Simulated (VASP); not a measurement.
Write the native input for VASP 6.6.1 that does the following.

| Quantity | Value |
| --- | --- |
| Task | single point |
| Functional | PBE |
| Potentials or basis | VASP PAW PBE potentials, release 64 (W_sv, S) |
| Cutoff | 520 eV |
| k mesh | 12 × 12 × 2 |
| Occupations | gaussian, width 0.02 eV |
| Spin | no spin polarisation |
| Dipole correction | no |
| Further INCAR settings | ALGO = Normal; EDIFF = 1e-06; NBANDS = 35 |

The structure of WS2 lies in POSCAR:

```
WS2
1.0
    3.1877751512      0.0000000000      0.0000000000
   -1.5938875756      2.7606942625      0.0000000000
    0.0000000000      0.0000000000     15.7635791896
W S
2 4
Direct
    0.3333333333      0.6666666667      0.2500000000
    0.6666666667      0.3333333333      0.7500000000
    0.3333333333      0.6666666667      0.6503450152
    0.6666666667      0.3333333333      0.1503450152
    0.3333333333      0.6666666667      0.8496549848
    0.6666666667      0.3333333333      0.3496549848
```

This cell differs from its parent crystal: strain along c alone, the other axes held: +6.0 %, then relaxed in part.

The input as run:

INCAR

```
ALGO     = Normal         # electronic algorithm
EDIFF    = 1E-6           # SCF threshold, eV
ENCUT    = 520            # plane-wave cutoff, eV
GGA      = PE             # functional
ISIF     = 2              # what is computed and relaxed
ISMEAR   = 0              # smearing method
LASPH    = T              # aspherical terms in the spheres
LCHARG   = T              # write CHGCAR
LELF     = T              # ELF
LREAL    = F              # projectors in reciprocal space
LVHAR    = T            
LWAVE    = F              # write WAVECAR
NBANDS   = 35             # bands
NELM     = 60             # most SCF steps
PREC     = Accurate       # precision mode
SIGMA    = 0.02           # smearing width, eV
```

KPOINTS

```
k-points
0
Gamma
  12 12 2
```

Potentials or basis: VASP PAW PBE potentials, release 64 (W_sv, S).

Launch:

```sh
$ cat potpaw_PBE.64/W_sv/POTCAR potpaw_PBE.64/S/POTCAR > POTCAR
$ mpirun -np 1 vasp_std > vasp.out
```

It gave:

| Item | Value |
| --- | --- |
| Pressure | 0.0 GPa |
| Largest force | 0.008 eV/Å |
| Band gap on the k mesh | 1.72 eV (least direct gap 1.80 eV) |

Caveat: the cell differs from its parent crystal (strain along c alone, the other axes held: +6.0 %, then relaxed in part); spin-orbit coupling is left out, which moves the levels of the heavy elements; this functional lacks dispersion, which binds the layers, so the pressure and a relaxed spacing across them are unreliable.

It took 2.2 min on 1 thread of Intel(R) Xeon(R) Platinum 8488C (Sapphire Rapids), with other jobs on the host, peak memory 0.32 GiB.
